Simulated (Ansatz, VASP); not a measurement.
One calculation of MoSe2, two programs

```
Mo Se
1.0
     3.17147    0.00000    0.00000
    -1.58574    2.74658    0.00000
     0.00000    0.00000   14.16207
Mo Se
2 4
Cartesian
  1.5857 0.9155 10.6216
  0.0000 1.8311 3.5405
  0.0000 1.8311 12.2998
  1.5857 0.9155 5.2187
  0.0000 1.8311 8.9433
  1.5857 0.9155 1.8623
```

Change from the starting cell: equal strain along all axes, cell held, atoms relaxed: -4.5 %.

Alike in both runs: task relaxation of the atoms; functional PBE; k mesh 9 × 9 × 2; occupations gaussian, width 0.02 eV; no spin polarisation.

|  | VASP | Ansatz |
| --- | --- | --- |
| version | VASP 6.6.1 | Ansatz 0.2.0 |
| potentials or method | VASP PAW PBE potentials, release 64 (Mo_sv, Se), cutoff 450 eV | scalar-relativistic, plane waves, PAW |
| valence electrons in the cell | 52 | 92 |

```csv
,VASP,Ansatz,Ansatz less VASP
"gap on the k mesh at the Fermi level, each at its own relaxed structure (eV)",1.10,1.11,+0.006
```

VASP's potentials hold 52 valence electrons a cell and Ansatz's 92, so a difference there can come from the potentials and not from the codes. Ansatz's warnings: stress scf threshold loose.
